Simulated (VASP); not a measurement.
Crystal: BaTiO3.

```xyz
10
Lattice="-3.8027 -0.0566 -0.0218 -0.0219 -0.0317 -4.1303 -0.1132 -7.9735 -0.0631" Properties=species:S:1:pos:R:3 pbc="T T T"
Ba   -0.2466   -3.9791   -3.7874
Ba   -0.0540   -0.2243   -3.8091
Ti   -1.7732   -1.6800   -2.1731
Ti   -2.0067   -6.1212   -2.0029
O    -1.8588   -1.9453   -0.1906
O    -1.8152   -5.5583   -0.3551
O    -2.1087   -3.6341   -2.2729
O    -2.0275   -0.2908   -2.3182
O    -3.7738   -2.1462   -1.9271
O    -0.1085   -6.6995   -2.1549
```

Program: VASP 6.6.1. Alike in all runs: task single point; no spin polarisation; cell as given; smearing fermi-dirac 0.05 eV.

**Question.** Order these runs on this cell by their pressure, lowest first.
A. level LDA+U; potentials or basis VASP PAW LDA potentials, release 64 (Ba_sv, Ti_sv, O); U Ti d U = 5.0 eV; k mesh 7 × 7 × 4; cutoff (eV) 600
B. level PBE; potentials or basis VASP PAW PBE potentials, release 64 (Ba_sv, Ti_sv, O); k mesh 4 × 4 × 2; cutoff (eV) 600
C. level PBEsol+D3(BJ); potentials or basis VASP PAW PBE potentials, release 64 (Ba_sv, Ti_sv, O); k mesh 7 × 7 × 4; cutoff (eV) 520

**Answer.** C (30.8 GPa), A (34.4 GPa), B (40.7 GPa).

Caveats: atoms lie so close that the PAW spheres overlap strongly, which falsifies energies and pressures; the stress differs along the axes, from 17 to 59 GPa (at least some runs); the stress differs along the axes, from 23 to 65 GPa (at least some runs); three body term missing (at least some runs).
